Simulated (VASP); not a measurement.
A run of VASP 6.6.1 is set up as follows.

Contents of INCAR:

```
ALGO = Normal
EDIFF = 1E-6
ENCUT = 520
GGA = PE
GGA_COMPAT = F
ISIF = 2
ISMEAR = -1
ISYM = 0
LASPH = T
LCHARG = F
LREAL = F
LWAVE = F
NBANDS = 49
NELM = 120
PREC = Accurate
SIGMA = 0.05
```

File KPOINTS:

```
k-points
0
Gamma
  1 1 1
```

File POSCAR:

```
Al2O3
1.0
    5.1448540000      0.0333890000     -0.0401980000
    0.0333890000      5.5015840000     -0.0056400000
   -0.0401980000     -0.0056400000      5.2914940000
Al O
6 9
Direct
    0.7469767897      0.9623423540      0.4170399860
    0.4975472029      0.7561704451      0.8352528046
    0.9607140175      0.0769758786      0.8951316823
    0.4314303110      0.3063647834      0.9733363646
    0.8922696708      0.4918914836      0.6445581766
    0.2542979832      0.7492603438      0.2726018585
    0.0847109174      0.3793129415      0.9362451388
    0.7037876910      0.1260657863      0.1158298334
    0.5458620388      0.4417514944      0.6907342313
    0.9569726226      0.1751109744      0.5606548947
    0.4311536283      0.8925916087      0.5107271652
    0.2763558192      0.9616056233      0.0082191167
    0.5019366323      0.5793280706      0.1370932782
    0.8302837174      0.7982694840      0.7927241314
    0.9422196232      0.6799487311      0.3584806588
```

Potentials or basis: VASP PAW PBE potentials, release 64 (Al, O).

Command:

```bash
$ cat potpaw_PBE.64/Al/POTCAR potpaw_PBE.64/O/POTCAR > POTCAR
$ mpirun -np 1 vasp_gam > vasp.out
```

**Question.** What does it give for the pressure?

**Answer.** 12.8 GPa.

**Question.** Estimate the band gap on the k mesh.

**Answer.** 3.82 eV.

**Question.** Estimate the largest force.

**Answer.** 1.461 eV/Å.

Forces on the atoms (eV/Å):
```
Al   0.771  0.446 -0.750
Al  -0.196 -0.646 -0.296
Al   0.671  0.734 -0.366
Al  -0.258 -0.708  0.954
Al   0.152 -0.530  0.076
Al   0.320 -0.189 -0.117
O    0.648  1.026 -0.412
O   -0.200 -0.425  0.417
O    0.058 -0.113 -0.139
O   -0.562 -0.111 -0.152
O    0.114  0.208  1.400
O   -1.321  0.109 -0.616
O   -1.125  0.531 -0.183
O    0.173 -0.244 -0.257
O    0.756 -0.088  0.440
```

Caveat: the k points lie up to 1.22 Å⁻¹ apart.
